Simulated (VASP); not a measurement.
# MgRh16 in VASP: a series of runs

MgRh16 is run at these levels: PBE+D3(BJ); tasks: single point.

Program: VASP 6.6.1. These are calculated values, not measurements. Logs are shortened: lines on timing, memory, paths and dates and some standing lists are left out, and cuts for length are marked.

**1. The cell of the first run**

The cell holds a slab with vacuum, 17 atoms: a = 7.600 Å, b = 5.374 Å, c = 17.031 Å, α = 90.00°, β = 90.00°, γ = 90.00°.

**2. Single point, PBE+D3(BJ)**

Input file INCAR:

```
ALGO = Normal
EDIFF = 1E-6
ENCUT = 520
GGA = PE
ISIF = 2
ISMEAR = -1
IVDW = 12
LASPH = True
LCHARG = False
LREAL = Auto
LUSENCCL = False
LWAVE = False
NBANDS = 135
NELM = 100
PREC = Accurate
SIGMA = 0.05
```

Input file KPOINTS:

```
k-points
0
Gamma
  2 3 1
```

Input file POSCAR:

```
MgRh16
1.0
    7.6000000000      0.0000000000      0.0000000000
    0.0000000000      5.3740120000      0.0000000000
    0.0000000000      0.0000000000     17.0305090000
Rh Mg
16 1
Direct
    0.2500000000      0.2500000000      0.0587182000
    0.7500000000      0.2500000000      0.0587182000
    0.2500000000      0.7500000000      0.0587182000
    0.7500000000      0.7500000000      0.0587182000
    0.0002213475      0.0012744886      0.1285661568
    0.4997071049      0.0012564713      0.1286465862
    0.0001475608      0.4987983603      0.1286444944
    0.4997708021      0.4988097128      0.1284810128
    0.2498494585      0.2497533807      0.2107992085
    0.7498474940      0.2499789379      0.2162946812
    0.2498875115      0.7501124638      0.2161001988
    0.7498550933      0.7500740892      0.2094253406
    0.0025524204      0.0027537400      0.2853127674
    0.4971355505      0.0027924284      0.2853306775
    0.0028919247      0.4970516192      0.2853326037
    0.4968621795      0.4970027870      0.2852021653
    0.7497048170      0.7478543151      0.3658038502
```

Potentials or basis: VASP PAW PBE potentials, release 64 (Rh_pv, Mg).

Run with:

```console
> cat potpaw_PBE.64/Rh_pv/POTCAR potpaw_PBE.64/Mg/POTCAR > POTCAR
> mpirun -np 1 vasp_std > vasp.out
```

OUTCAR:

```text
EDIFF = 1E-6
   ENCUT = 520
   GGA = PE
   ISIF = 2
   ISMEAR = -1
   IVDW = 12
   LASPH = True
   LREAL = Auto
   NELM = 100
   PREC = Accurate
 IVDW          = 12

 ion  position               nearest neighbor table
   1  0.250  0.250  0.059-   9 2.59   8 2.61   5 2.61   6 2.61   7 2.61   3 2.69   3 2.69
   2  0.750  0.250  0.059-   8 2.61   5 2.61   7 2.61   6 2.61  10 2.68   4 2.69   4 2.69
   3  0.250  0.750  0.059-   8 2.61   5 2.62   6 2.62   7 2.62  11 2.68   1 2.69   1 2.69
   4  0.750  0.750  0.059-  12 2.57   8 2.62   7 2.62   5 2.62   6 2.62   2 2.69   2 2.69
   5  0.000  0.001  0.129-   1 2.61   2 2.61   3 2.62   4 2.62  13 2.67   7 2.67   7 2.70  12 2.71
                             9 2.71  10 2.76  11 2.76
   6  0.500  0.001  0.129-   1 2.61   2 2.61   3 2.62   4 2.62  14 2.67   8 2.67   8 2.70  12 2.71
                             9 2.71  10 2.76  11 2.76
   7  0.000  0.499  0.129-   1 2.61   2 2.61   3 2.62   4 2.62  15 2.67   5 2.67   5 2.70  12 2.71
                             9 2.71  10 2.76  11 2.76
   8  0.500  0.499  0.128-   1 2.61   2 2.61   3 2.61   4 2.62  16 2.67   6 2.67   6 2.70  12 2.71
                             9 2.71  10 2.76  11 2.77
   9  0.250  0.250  0.211-   1 2.59  16 2.63  15 2.63  14 2.63  13 2.63  11 2.69  11 2.69   5 2.71
                             6 2.71   7 2.71   8 2.71
  10  0.750  0.250  0.216-  13 2.61  14 2.61  16 2.61  15 2.62   2 2.68  12 2.69  12 2.69   6 2.76
                             7 2.76   8 2.76   5 2.76
  11  0.250  0.750  0.216-  16 2.60  15 2.60  14 2.60  13 2.60   3 2.68   9 2.69   9 2.69   5 2.76
                             6 2.76   7 2.76   8 2.77
  12  0.750  0.750  0.209-   4 2.57  17 2.66  13 2.68  14 2.68  16 2.69  15 2.69  10 2.69  10 2.69
                             6 2.71   7 2.71   8 2.71   5 2.71
  13  0.003  0.003  0.285-  11 2.60  10 2.61   9 2.63  15 2.66   5 2.67  12 2.68  15 2.72  17 2.73

  14  0.497  0.003  0.285-  11 2.60  10 2.61   9 2.63  16 2.66   6 2.67  12 2.68  16 2.72  17 2.73

  15  0.003  0.497  0.285-  11 2.60  10 2.62   9 2.63  13 2.66   7 2.67  12 2.69  13 2.72  17 2.72

  16  0.497  0.497  0.285-  11 2.60  10 2.61   9 2.63  14 2.66   8 2.67  12 2.69  14 2.72  17 2.72

  17  0.750  0.748  0.366-  12 2.66  16 2.72  15 2.72  14 2.73  13 2.73

  LATTYP: Found a simple orthorhombic cell.
 ALAT       =     5.3740120000
 B/A-ratio  =     1.4142134405
 C/A-ratio  =     3.1690493062

  Lattice vectors:

 A1 = (   0.0000000000,  -5.3740120000,   0.0000000000)
 A2 = (   7.6000000000,   0.0000000000,   0.0000000000)
 A3 = (   0.0000000000,   0.0000000000,  17.0305090000)

Analysis of symmetry for initial positions (statically):
=====================================================================
 Subroutine PRICEL returns:
 Original cell was already a primitive cell.
[... 140 lines left out ...]
   TEBEG  =    0.0;   TEEND  =   0.0 temperature during run
   PSTRESS=    0.0 pullay stress
   NELECT =     242.0000    total number of electrons
   NUPDOWN=      -1.0000    fix difference up-down
   EMIN   =  10.00;   EMAX   =-10.00  energy-range for DOS
   EFERMI =   0.00;   METHOD = LEGACY
   ISMEAR =    -1;   SIGMA  =   0.05  broadening in eV -4-tet -1-fermi 0-gaus
   EFERMI_NEDOS =   21; number of points for ismear=-14 and -15
   IALGO  =     38    algorithm
   IMIX   =      4    mixing-type and parameters
     AMIX     =   0.40;   BMIX     =  1.00
     AMIX_MAG =   1.60;   BMIX_MAG =  1.00
  volume/ion in A,a.u.               =      40.92       276.11
  Fermi-wavevector in a.u.,A,eV,Ry     =   1.151419  2.175866 18.038133  1.325765
  Thomas-Fermi vector in A             =   2.288077
   LORBIT       =      0    0 simple, 1 ext, 2 COOP (PROOUT), +10 PAW based schemes
   GGA     = PE    functional components
   LHFCALC =     F    Hartree Fock is set to
   AEXX    =    0.0000 exact exchange contribution
   IVDW    =    12    specifies the selected vdW correction
   LEPSILON=     F    determine dielectric tensor
   LRPA    =     F    only Hartree local field effects (RPA)
 non-spin polarized calculation
  energy-cutoff  :      520.00
  volume of cell :      695.57
 maximum number of plane-waves:     18768
 NGX is ok and might be reduce to    60
   NGX = 29   NGY = 19   NGZ = 63

 number of electron     241.9999997 magnetization

 Free energy of the ion-electron system (eV)
  ---------------------------------------------------
  ext. energy  EPLUGINS =         0.00000000
  ---------------------------------------------------
  free energy    TOTEN  =      -106.14079034 eV

  energy without entropy =     -105.80697932  energy(sigma->0) =     -105.97388483

 E-fermi :   1.0293     XC(G=0):  -5.8753

 val. band max:        1.0195366271   @ k =   0.0000   0.0000   0.0000
 cond. band min:       1.0313199250   @ k =   0.0000   0.3333   0.0000
 fundamental gap:      0.0117832978
 Fermi energy:         1.0293294635

 k-point     1 :       0.0000    0.0000    0.0000
  band No.  band energies     occupation
      1     -45.9248      2.00000
      2     -45.9078      2.00000
      3     -45.8795      2.00000
      4     -45.8382      2.00000
      5     -45.8368      2.00000
      6     -45.7882      2.00000
[... 533 lines left out ...]
    132       1.4073      0.00104
    133       1.5320      0.00009
 [bands above 133 left out]

------------------------ aborting loop because EDIFF is reached ----------------------------------------

 Edisp (eV)   -6.56067

 E8    (eV) :    -3.0924

  FORCE on cell =-STRESS in cart. coord.  units (eV):
  Direction    XX          YY          ZZ          XY          YZ          ZX
  --------------------------------------------------------------------------------------
  -------------------------------------------------------------------------------------
  Total      -9.51444   -10.09302    -0.26516     0.00284     0.02021     0.04312
  in kB     -21.91562   -23.24835    -0.61076     0.00654     0.04655     0.09932
  external pressure =      -15.26 kB  Pullay stress =        0.00 kB

 VOLUME and BASIS-vectors are now :
 -----------------------------------------------------------------------------
  energy-cutoff  :      520.00
  volume of cell :      695.57
      direct lattice vectors                 reciprocal lattice vectors
     7.600000000  0.000000000  0.000000000     0.131578947  0.000000000  0.000000000
     0.000000000  5.374012000  0.000000000     0.000000000  0.186080716  0.000000000
     0.000000000  0.000000000 17.030509000     0.000000000  0.000000000  0.058718151

 POSITION                                       TOTAL-FORCE (eV/Angst)
 -----------------------------------------------------------------------------------
      1.90000      1.34350      1.00000        -0.004395      0.003034     -0.275093
      5.70000      1.34350      1.00000        -0.001674     -0.001465      0.300638
      1.90000      4.03051      1.00000        -0.004516     -0.001897      0.267602
      5.70000      4.03051      1.00000        -0.000827      0.002968     -0.308601
      0.00168      0.00685      2.18955        -0.006473     -0.003957      0.004698
      3.79777      0.00675      2.19092         0.004583     -0.001851      0.003094
[... 9 lines left out ...]
      3.77615      2.67090      4.85714        -0.001862      0.002970      0.002654
      5.69776      4.01898      6.22983         0.003101      0.008653     -0.009823
 -----------------------------------------------------------------------------------
    total drift:                               -0.000882     -0.001388     -0.004056

  FREE ENERGIE OF THE ION-ELECTRON SYSTEM (eV)
  ---------------------------------------------------
  free  energy   TOTEN  =      -112.7014599749 eV

  energy  without entropy=     -112.3676489598  energy(sigma->0) =     -112.53455447
```

OSZICAR:

```text
N       E                     dE             d eps       ncg     rms          rms(c)
DAV:   1     0.247972650183E+04    0.24797E+04   -0.15250E+05  1344   0.169E+03
DAV:   2    -0.154094226754E+02   -0.24951E+04   -0.24422E+04  1156   0.488E+02
DAV:   3    -0.108501265686E+03   -0.93092E+02   -0.86319E+02  1408   0.871E+01
[... 29 lines left out ...]
DAV:  33    -0.106140780754E+03   -0.85043E-05   -0.48708E-07   623   0.460E-03    0.173E-03
DAV:  34    -0.106140786552E+03   -0.57975E-05   -0.32652E-07   663   0.190E-03    0.675E-04
DAV:  35    -0.106140788085E+03   -0.15329E-05   -0.97293E-08   612   0.136E-03    0.781E-04
DAV:  36    -0.106140789482E+03   -0.13968E-05   -0.10064E-07   592   0.112E-03    0.700E-04
DAV:  37    -0.106140790338E+03   -0.85670E-06   -0.11930E-07   599   0.639E-04
   1 F= -.11270146E+03 E0= -.11253455E+03  d E =-.333811E+00
```

It took 81 s on 1 × NVIDIA H100 80GB with 1 thread of AMD EPYC 7R13 (Zen 3), shared host; peak memory 1.6 GiB.

What came out:

```yaml
Free_energy: -112.7015 eV
Largest_force: 0.309 eV/Å
Band_gap_on_the_k_mesh: zero (bands 121 and 122 overlap by 0.36 eV)
Dispersion_energy_per_atom: -0.386 eV
```

Forces in eV/Å, atoms in the order of the input:
```
Rh  -0.004  0.003 -0.275
Rh  -0.002 -0.001  0.301
Rh  -0.005 -0.002  0.268
Rh  -0.001  0.003 -0.309
Rh  -0.006 -0.004  0.005
Rh   0.005 -0.002  0.003
Rh   0.001  0.001  0.006
Rh  -0.001 -0.001  0.008
Rh   0.002  0.004  0.013
Rh   0.005  0.003 -0.011
Rh  -0.001 -0.005 -0.009
Rh   0.005 -0.003  0.008
Rh   0.003 -0.005  0.002
Rh  -0.001 -0.005  0.005
Rh   0.000  0.002 -0.006
Rh  -0.002  0.003  0.003
Mg   0.003  0.009 -0.010
```

Caveat: the k points lie up to 0.41 Å⁻¹ apart; there is no dipole correction, which matters where the two faces differ.

**3. Single point, PBE+D3(BJ)**

Input file INCAR:

```
PREC = Accurate
ENCUT = 520
EDIFF = 1E-7
ISMEAR = -1
SIGMA = 0.05
LREAL = Auto
LASPH = True
NELM = 80
ALGO = Normal
ISIF = 2
LWAVE = False
LCHARG = False
GGA = PE
IVDW = 12
NBANDS = 135
LUSENCCL = False
```

Input file KPOINTS:

```
Automatic mesh
0
Gamma
  2 3 1
```

Input file POSCAR:

```
MgRh16
1.0
    7.6000000000      0.0000000000      0.0000000000
    0.0000000000      5.3740120000      0.0000000000
    0.0000000000      0.0000000000     17.0305090000
Rh Mg
16 1
Direct
    0.2500000000      0.2500000000      0.0587182098
    0.7500000000      0.2500000000      0.0587182098
    0.2500000000      0.7500000000      0.0587182098
    0.7500000000      0.7500000000      0.0587182098
    0.0002213158      0.0012744668      0.1285661515
    0.4997071053      0.0012564170      0.1286465954
    0.0001475000      0.4987982907      0.1286444815
    0.4997707895      0.4988096417      0.1284810102
    0.2498494737      0.2497534431      0.2107992192
    0.7498475000      0.2499789729      0.2162946510
    0.2498875000      0.7501123928      0.2161001765
    0.7498551316      0.7500740601      0.2094253319
    0.0025523684      0.0027538085      0.2853127878
    0.4971355263      0.0027925133      0.2853306968
    0.0028919737      0.4970515511      0.2853325758
    0.4968622368      0.4970027979      0.2852021628
    0.7497048684      0.7478543033      0.3658038641
```

Potentials or basis: VASP PAW PBE potentials, release 64 (Rh_pv, Mg).

Run with:

```console
> cat potpaw_PBE.64/Rh_pv/POTCAR potpaw_PBE.64/Mg/POTCAR > POTCAR
> mpirun -np 1 vasp_std > vasp.out
```

It took 88 s on 1 × NVIDIA H100 80GB with 1 thread of AMD EPYC 7R13 (Zen 3), shared host; peak memory 1.6 GiB.

The run converged. Its results:

```yaml
Free_energy: -112.7015 eV
Largest_force: 0.309 eV/Å
Band_gap_on_the_k_mesh: zero (bands 121 and 122 overlap by 0.36 eV)
Dispersion_energy_per_atom: -0.386 eV
```

Forces on the atoms (eV/Å):
```
Rh  -0.004  0.003 -0.275
Rh  -0.002 -0.001  0.301
Rh  -0.005 -0.002  0.268
Rh  -0.001  0.003 -0.309
Rh  -0.006 -0.004  0.005
Rh   0.005 -0.002  0.003
Rh   0.001  0.001  0.006
Rh  -0.001 -0.001  0.008
Rh   0.002  0.004  0.013
Rh   0.005  0.003 -0.011
Rh  -0.001 -0.005 -0.009
Rh   0.005 -0.003  0.008
Rh   0.003 -0.005  0.002
Rh  -0.001 -0.005  0.005
Rh   0.000  0.002 -0.006
Rh  -0.002  0.003  0.003
Mg   0.003  0.009 -0.010
```

Levels at points of the mesh, in eV from the Fermi level:
```csv
k point,band 117,band 118,band 119,band 120,band 121,band 122,band 123,band 124
"(0.00, 0.00, 0.00)",0.04,0.23,0.24,0.25,0.27,0.28,0.28,0.43
"(0.50, 0.00, 0.00)",-0.26,-0.19,-0.19,-0.02,0.01,0.02,0.08,0.08
```

Caveat: the k points lie up to 0.41 Å⁻¹ apart; there is no dipole correction, which matters where the two faces differ.

(Part 1 of 2 ends here.)
